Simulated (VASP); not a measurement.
# Ta (Fm-3m) in VASP: single point with PBEsol

Aim: the single point of Ta with PBEsol.

All numbers are computed with VASP 6.6.1; they aren't measurements. Logs are shortened: lines on timing, memory, paths and dates and some standing lists are left out, and cuts for length are marked.

**1. The cell of the first run**

It takes space group Fm-3m (No. 225, cubic). The conventional cell has a = 4.182 Å, b = 4.182 Å, c = 4.182 Å, α = 90.00°, β = 90.00°, γ = 90.00°. Within 3.9 Å of Ta (site symmetry m-3m) lie 12 Ta at 2.96 Å.

**2. Single point, PBEsol**

Contents of INCAR:

```
SYSTEM = Ta
ALGO = Normal
EDIFF = 1E-6
ENCUT = 520
GGA = PS
ISIF = 2
ISMEAR = -1
LASPH = .True.
LCHARG = .False.
LREAL = .False.
LWAVE = .False.
NBANDS = 12
NELM = 100
PREC = Accurate
SIGMA = 0.13605693000000002
```

Contents of KPOINTS:

```
k-points
0
Gamma
  14 14 14
  0 0 0
```

Contents of POSCAR:

```
Ta
1.0
    0.0000000000      2.0908521208      2.0908521208
    2.0908521208      0.0000000000      2.0908521208
    2.0908521208      2.0908521208      0.0000000000
Ta
1
Direct
    0.0000000000      0.0000000000      0.0000000000
```

Potentials or basis: VASP PAW PBE potentials, release 64 (Ta_pv).

The run is started by

```bash
$ cat potpaw_PBE.64/Ta_pv/POTCAR > POTCAR
$ mpirun -np 1 vasp_std > vasp.out
```

OUTCAR:

```text
SYSTEM = Ta
   EDIFF = 1E-6
   ENCUT = 520
   GGA = PS
   ISIF = 2
   ISMEAR = -1
   LASPH = .True.
   LREAL = .False.
   NELM = 100
   PREC = Accurate

 ion  position               nearest neighbor table
   1  0.000  0.000  0.000-

  LATTYP: Found a face centered cubic cell.
 ALAT       =     4.1817042416

  Lattice vectors:

 A1 = (   0.0000000000,   2.0908521208,   2.0908521208)
 A2 = (   2.0908521208,   0.0000000000,   2.0908521208)
 A3 = (   2.0908521208,   2.0908521208,   0.0000000000)

Analysis of symmetry for initial positions (statically):
=====================================================================
 Subroutine PRICEL returns:
 Original cell was already a primitive cell.

 Routine SETGRP: Setting up the symmetry group for a
 face centered cubic supercell.

 Subroutine GETGRP returns: Found 48 space group operations
 (whereof 48 operations were pure point group operations)
 out of a pool of 48 trial point group operations.

The static configuration has the point symmetry O_h .

Analysis of symmetry for dynamics (positions and initial velocities):
=====================================================================
 Subroutine PRICEL returns:
 Original cell was already a primitive cell.

 Routine SETGRP: Setting up the symmetry group for a
 face centered cubic supercell.

 Subroutine GETGRP returns: Found 48 space group operations
 (whereof 48 operations were pure point group operations)
 out of a pool of 48 trial point group operations.

The dynamic configuration has the point symmetry O_h .

 Subroutine INISYM returns: Found 48 space group operations
 (whereof 48 operations are pure point group operations),
 and found     1 'primitive' translations

----------------------------------------------------------------------------------------

                                     Primitive cell

  volume of cell :      18.2810

  direct lattice vectors                    reciprocal lattice vectors
     0.000000000  2.090852121  2.090852121    -0.239136950  0.239136950  0.239136950
     2.090852121  0.000000000  2.090852121     0.239136950 -0.239136950  0.239136950
     2.090852121  2.090852121  0.000000000     0.239136950  0.239136950 -0.239136950

  length of vectors
     2.956911426  2.956911426  2.956911426     0.414197348  0.414197348  0.414197348

  position of ions in fractional coordinates (direct lattice)
     0.000000000  0.000000000  0.000000000

  ion indices of the primitive-cell ions
   primitive index   ion index
                 1           1

----------------------------------------------------------------------------------------

 KPOINTS: k-points

Automatic generation of k-mesh.
 Grid dimensions read from file:
 generate k-points for:   14   14   14

 Generating k-lattice:

  Cartesian coordinates                     Fractional coordinates (reciprocal lattice)
    -0.017081211  0.017081211  0.017081211     0.071428571  0.000000000  0.000000000
     0.017081211 -0.017081211  0.017081211     0.000000000  0.071428571  0.000000000
     0.017081211  0.017081211 -0.017081211     0.000000000  0.000000000  0.071428571

  Length of vectors
     0.029585525  0.029585525  0.029585525

  Shift w.r.t. Gamma in fractional coordinates (k-lattice)
     0.000000000  0.000000000  0.000000000

 Subroutine IBZKPT returns following result:
 ===========================================

 Found    104 irreducible k-points:

 Following reciprocal coordinates:
            Coordinates               Weight
  0.000000  0.000000  0.000000      1.000000
  0.071429  0.000000  0.000000      8.000000
  0.142857  0.000000  0.000000      8.000000
  0.214286  0.000000  0.000000      8.000000
  0.285714  0.000000  0.000000      8.000000
  0.357143  0.000000  0.000000      8.000000
[... 16 lines left out ...]
  0.214286  0.142857  0.000000     24.000000
  0.285714  0.142857  0.000000     24.000000
 [... further k-points ...]
   k-points           NKPTS =    104   k-points in BZ     NKDIM =    104   number of bands    NBANDS=     12
   number of dos      NEDOS =    301   number of ions     NIONS =      1
   total plane-waves  NPLWV =  13824
   dimension x,y,z NGX =    24 NGY =   24 NGZ =   24
   dimension x,y,z NGXF=    48 NGYF=   48 NGZF=   48
   ions per type =               1
   NGX,Y,Z   is equivalent  to a cutoff of  13.49, 13.49, 13.49 a.u.
   NGXF,Y,Z  is equivalent  to a cutoff of  26.99, 26.99, 26.99 a.u.
 SYSTEM =  Ta
   PREC   = accura    normal or accurate (medium, high low for compatibility)
   ISTART =      0    job   : 0-new  1-cont  2-samecut
   ICHARG =      2    charge: 1-file 2-atom 10-const
   ISPIN  =      1    spin polarized calculation?
   LNONCOLLINEAR =      F non collinear calculations
   LSORBIT =      F    spin-orbit coupling
   LASPH  =      T    aspherical Exc in radial PAW
   ENCUT  =  520.0 eV  38.22 Ry    6.18 a.u.   5.50  5.50  5.50*2*pi/ulx,y,z
   NELM   =    100;   NELMIN=  2; NELMDL= -5     # of ELM steps
   EDIFF  = 0.1E-05   stopping-criterion for ELM
   LREAL  =      F    real-space projection
   EDIFFG = 0.1E-04   stopping-criterion for IOM
   NSW    =      0    number of steps for IOM
   IBRION =     -1    ionic relax: 0-MD 1-quasi-New 2-CG
   NFREE  =      0    steps in history (QN), initial steepest desc. (CG)
   ISIF   =      2    stress and relaxation
   ISYM   =      2    0-nonsym 1-usesym 2-fastsym
   POTIM  = 0.5000    time-step for ionic-motion
   TEBEG  =    0.0;   TEEND  =   0.0 temperature during run
   PSTRESS=    0.0 pullay stress
   NELECT =      11.0000    total number of electrons
   NUPDOWN=      -1.0000    fix difference up-down
   EMIN   =  10.00;   EMAX   =-10.00  energy-range for DOS
   EFERMI =   0.00;   METHOD = LEGACY
   ISMEAR =    -1;   SIGMA  =   0.14  broadening in eV -4-tet -1-fermi 0-gaus
   EFERMI_NEDOS =   21; number of points for ismear=-14 and -15
   IALGO  =     38    algorithm
   IMIX   =      4    mixing-type and parameters
     AMIX     =   0.40;   BMIX     =  1.00
     AMIX_MAG =   1.60;   BMIX_MAG =  1.00
  volume/ion in A,a.u.               =      18.28       123.37
  Fermi-wavevector in a.u.,A,eV,Ry     =   1.382099  2.611788 25.989808  1.910197
  Thomas-Fermi vector in A             =   2.506822
   LORBIT       =      0    0 simple, 1 ext, 2 COOP (PROOUT), +10 PAW based schemes
   GGA     = PS    functional components
   LHFCALC =     F    Hartree Fock is set to
   AEXX    =    0.0000 exact exchange contribution
   IVDW    =     0    specifies the selected vdW correction
   LEPSILON=     F    determine dielectric tensor
   LRPA    =     F    only Hartree local field effects (RPA)
 non-spin polarized calculation
  energy-cutoff  :      520.00
  volume of cell :       18.28
 maximum number of plane-waves:       531
 NGX is ok and might be reduce to    24
   NGX = 11   NGY = 11   NGZ = 11

 number of electron      11.0000001 magnetization

 Free energy of the ion-electron system (eV)
  ---------------------------------------------------
  ext. energy  EPLUGINS =         0.00000000
  ---------------------------------------------------
  free energy    TOTEN  =       -12.32264482 eV

  energy without entropy =      -12.24723868  energy(sigma->0) =      -12.28494175

 E-fermi :   5.6015     XC(G=0): -12.6547

 val. band max:        5.5630343749   @ k =  -0.4286   0.2143   0.0714
 cond. band min:       5.6024144158   @ k =   0.3571   0.1429   0.0000
 fundamental gap:      0.0393800409
 Fermi energy:         5.6014587937

 k-point     1 :       0.0000    0.0000    0.0000
  band No.  band energies     occupation
      1     -27.8953      2.00000
      2     -27.8953      2.00000
      3     -27.8953      2.00000
      4      -2.6719      2.00000
      5       6.0081      0.09589
      6       6.0081      0.09589
      7       6.0081      0.09589
      8       9.1086      0.00000
      9       9.1086      0.00000
     10      18.1715      0.00000
     11      19.7759      0.00000
     12      23.1145      0.00000

 k-point     2 :       0.0714    0.0000    0.0000
  band No.  band energies     occupation
      1     -27.9550      2.00000
      2     -27.9028      2.00000
      3     -27.9028      2.00000
      4      -2.4602      2.00000
      5       5.8266      0.32100
      6       6.1082      0.04710
      7       6.1082      0.04710
      8       9.0095      0.00000
      9       9.0095      0.00000
     10      18.6132      0.00000
     11      19.7752      0.00000
     12      22.1217      0.00000

 k-point     3 :       0.1429    0.0000    0.0000
  band No.  band energies     occupation
      1     -28.1196      2.00000
      2     -27.9236      2.00000
      3     -27.9236      2.00000
      4      -1.8616      2.00000
      5       5.3980      1.63375
      6       6.3383      0.00886
      7       6.3383      0.00886
      8       8.8361      0.00000
      9       8.8361      0.00000
     10      19.5703      0.00000
     11      19.7753      0.00000
     12      20.8051      0.00000

 k-point     4 :       0.2143    0.0000    0.0000
  band No.  band energies     occupation
      1     -28.3508      2.00000
      2     -27.9536      2.00000
      3     -27.9536      2.00000
      4      -0.9963      2.00000
      5       4.9775      1.97982
      6       6.4658      0.00348
      7       6.4658      0.00348
      8       8.9246      0.00000
      9       8.9246      0.00000
     10      18.8236      0.00000
     11      19.7799      0.00000
     12      21.6623      0.00000

 k-point     5 :       0.2857    0.0000    0.0000
  band No.  band energies     occupation
      1     -28.5987      2.00000
      2     -27.9867      2.00000
      3     -27.9867      2.00000
      4      -0.0976      2.00000
      5       4.8523      1.99191
      6       6.3182      0.01025
      7       6.3182      0.01025
      8       9.5092      0.00000
      9       9.5092      0.00000
     10      17.7014      0.00000
     11      19.7757      0.00000
     12      21.9709      0.00000

 k-point     6 :       0.3571    0.0000    0.0000
  band No.  band energies     occupation
      1     -28.8150      2.00000
      2     -28.0162      2.00000
      3     -28.0162      2.00000
      4       0.5282      2.00000
      5       5.2481      1.86138
      6       6.0516      0.07055
      7       6.0516      0.07055
      8      10.3916      0.00000
      9      10.3916      0.00000
     10      16.8285      0.00000
     11      19.7459      0.00000
     12      20.2142      0.00000

 k-point     7 :       0.4286    0.0000    0.0000
  band No.  band energies     occupation
      1     -28.9610      2.00000
      2     -28.0365      2.00000
      3     -28.0365      2.00000
      4       0.7872      2.00000
      5       5.8410      0.29350
      6       5.8410      0.29350
      7       5.9830      0.11415
      8      11.2068      0.00000
      9      11.2068      0.00000
     10      16.2171      0.00000
     11      18.3968      0.00000
     12      19.7920      0.00000

 k-point     8 :       0.5000    0.0000    0.0000
  band No.  band energies     occupation
      1     -29.0125      2.00000
      2     -28.0437      2.00000
      3     -28.0437      2.00000
      4       0.8425      2.00000
      5       5.7639      0.46513
      6       5.7639      0.46512
      7       6.3760      0.00672
      8      11.5510      0.00000
      9      11.5510      0.00000
     10      15.9483      0.00000
     11      17.7264      0.00000
     12      19.7884      0.00000
[... 166 lines left out ...]
 k-point    20 :      -0.1429    0.0714    0.0000
  band No.  band energies     occupation
      1     -28.2120      2.00000
      2     -27.9784      2.00000
      3     -27.9228      2.00000
      4      -1.4206      2.00000
      5       5.1015      1.95055
      6       6.4355      0.00434
      7       6.5404      0.00201
      8       8.2984      0.00000
      9       9.2630      0.00000
     10      19.7539      0.00000
     11      19.9500      0.00000
     12      20.8925      0.00000

 k-point    21 :      -0.0714    0.0714    0.0000
  band No.  band energies     occupation
      1     -28.0368      2.00000
      2     -27.9369      2.00000
      3     -27.9053      2.00000
      4      -2.1181      2.00000
      5       5.5391      1.22511
      6       6.2573      0.01600
      7       6.2856      0.01301
      8       8.6398      0.00000
      9       9.1181      0.00000
     10      19.2949      0.00000
     11      19.7739      0.00000
     12      21.3989      0.00000

 k-point    22 :       0.1429    0.1429    0.0000
  band No.  band energies     occupation
      1     -28.1137      2.00000
      2     -27.9727      2.00000
      3     -27.9727      2.00000
      4      -1.5887      2.00000
      5       4.9728      1.98050
      6       6.6844      0.00070
      7       6.6844      0.00070
      8       7.7748      0.00000
      9       9.4945      0.00000
     10      19.7736      0.00000
     11      20.3765      0.00000
     12      21.8901      0.00000

 k-point    23 :       0.2143    0.1429    0.0000
  band No.  band energies     occupation
      1     -28.2637      2.00000
      2     -28.0109      2.00000
      3     -28.0019      2.00000
      4      -0.9277      2.00000
      5       4.5458      1.99915
      6       6.7176      0.00055
      7       7.0015      0.00007
      8       7.6303      0.00000
      9       9.7002      0.00000
     10      19.7710      0.00000
     11      20.9924      0.00000
     12      21.7079      0.00000

 k-point    24 :       0.2857    0.1429    0.0000
  band No.  band energies     occupation
      1     -28.4672      2.00000
      2     -28.0483      2.00000
      3     -28.0372      2.00000
      4      -0.0585      2.00000
      5       4.2296      1.99992
      6       6.1350      0.03887
      7       7.1114      0.00003
      8       8.4153      0.00000
      9      10.1347      0.00000
     10      19.6828      0.00000
     11      19.8651      0.00000
     12      22.8547      0.00000

 [... further k-points ...]
[... 5 lines left out ...]
  --------------------------------------------------------------------------------------
  -------------------------------------------------------------------------------------
  Total       -0.0545115     -0.0545115     -0.0545115     -0.0000000      0.0000000      0.0000000
  in kB       -4.7774783     -4.7774783     -4.7774783     -0.0000000      0.0000000      0.0000000
  external PRESSURE =      -4.7774783 kB  Pullay stress =       0.0000000 kB

 VOLUME and BASIS-vectors are now :
 -----------------------------------------------------------------------------
  energy-cutoff  :      520.00
  volume of cell :       18.28
      direct lattice vectors                 reciprocal lattice vectors
     0.000000000  2.090852121  2.090852121    -0.239136950  0.239136950  0.239136950
     2.090852121  0.000000000  2.090852121     0.239136950 -0.239136950  0.239136950
     2.090852121  2.090852121  0.000000000     0.239136950  0.239136950 -0.239136950

 POSITION                                       TOTAL-FORCE (eV/Angst)
 -----------------------------------------------------------------------------------
      0.00000      0.00000      0.00000        -0.000000     -0.000000     -0.000000
 -----------------------------------------------------------------------------------
    total drift:                               -0.000000     -0.000000     -0.000000

  FREE ENERGIE OF THE ION-ELECTRON SYSTEM (eV)
  ---------------------------------------------------
  free  energy   TOTEN  =       -12.3226448169 eV

  energy  without entropy=      -12.2472386795  energy(sigma->0) =      -12.28494175
```

Wall time 11 s (1 thread of Intel Xeon 6975P-C, shared host); peak memory 0.15 GiB.

Results:

| Quantity | Value |
| --- | --- |
| Free energy | -12.3226 eV |
| Pressure | -0.5 GPa |

Levels at points of the mesh, in eV from the Fermi level:
```csv
k point,band 1,band 2,band 3,band 4,band 5,band 6,band 7,band 8,band 9,band 10
"(0.00, 0.00, 0.00)",-33.50,-33.50,-33.50,-8.27,0.41,0.41,0.41,3.51,3.51,12.57
"(0.50, 0.00, 0.00)",-34.61,-33.65,-33.65,-4.76,0.16,0.16,0.77,5.95,5.95,10.35
"(0.50, 0.50, 0.00)",-34.54,-33.90,-33.90,-4.57,-3.50,3.04,5.93,6.68,6.68,11.28
```

Caveat: the PAW data sets were made with another functional, which shifts forces and pressure a little; spin-orbit coupling is left out, which moves the levels of the heavy elements.
